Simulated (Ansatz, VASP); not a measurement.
**Two plane-wave programs on PtSeS3**

The input INCAR:

```
SYSTEM = PtSeS3
  PREC = Accurate
  ENCUT = 600
  EDIFF = 1E-7
  ISMEAR = 0
  SIGMA = 0.1
  LREAL = .False.
  LASPH = .True.
  NELM = 80
  ALGO = Normal
  ISIF = 3
  LWAVE = .False.
  LCHARG = .False.
  GGA = PE
  IBRION = 2
  NSW = 100
  EDIFFG = -0.01
```

KPOINTS

```
regular mesh
0
Gamma
  10 10 6
  0 0 0
```

The input POSCAR:

```
PtSeS3
1.0
    3.8933563078      0.0000000000      0.0000000000
    0.0000000000      3.8933563078      0.0000000000
    0.0000000000      0.0000000000      7.4580558638
Pt Se S
1 1 3
Direct
    0.5000000000      0.5000000000      0.6915734656
    0.0000000000      0.0000000000      0.0263140900
    0.0000000000      0.5000000000      0.5210434060
    0.5000000000      0.5000000000      0.0126246524
    0.5000000000      0.0000000000      0.5210434060
```

Input for Ansatz:

```yaml
crystal:
  lattice:
    - [3.8933563078, 0.0, 0.0]
    - [0.0, 3.8933563078, 0.0]
    - [0.0, 0.0, 7.4580558638]
  atoms:
    - { symbol: Pt, position: [0.5, 0.5, 0.6915734656] }
    - { symbol: Se, position: [0.0, 0.0, 0.02631409] }
    - { symbol: S, position: [0.0, 0.5, 0.521043406] }
    - { symbol: S, position: [0.5, 0.5, 0.0126246524] }
    - { symbol: S, position: [0.5, 0.0, 0.521043406] }
basis:
  ecutwfc: 420
kpoints:
  mp_grid: { grid: [10, 10, 6] }
hamiltonian:
  xc: pbe
scf:
  occupations: { method: gaussian, width: 0.1 }
output:
  forces: true
  stress: true
  eigenvalues: true
  write_density: true
  write_potential: true
  elf: true
  volumetric_format: npy
relax:
  adjacent_minimum: "off"
  f_tol: 0.01
  max_steps: 80
  cell: { stress_tol: 0.05 }
```

Change from the starting cell: species swapped into the PrBPt3 type (P4mm, No. 99).

Alike in both runs: task relaxation of cell and atoms; functional PBE; k mesh 10 × 10 × 6; occupations gaussian, width 0.1 eV; no spin polarisation.

|  | VASP | Ansatz |
| --- | --- | --- |
| version | VASP 6.6.1 | Ansatz 0.2.0 |
| potentials or method | VASP PAW PBE potentials, release 64 (Pt, Se, S), cutoff 600 eV | scalar-relativistic, plane waves, PAW |
| valence electrons in the cell | 34 | 52 |

Ansatz gave:

```
gap on the k mesh at the Fermi level, each at its own relaxed structure (eV) : none
relaxed volume (Å³/atom)                                                     : 23.87
relaxed cell length with the largest relative difference (Å)                 : 7.888
```

Estimate VASP's values.

gap on the k mesh at the Fermi level, each at its own relaxed structure (eV): none; relaxed volume (Å³/atom): 23.78; relaxed cell length with the largest relative difference (Å): 7.868.

A gap of «none» marks a metal or a gap that the smearing closes. VASP's potentials hold 34 valence electrons a cell and Ansatz's 52, so a difference there can come from the potentials and not from the codes.

Spin-orbit coupling is off throughout.
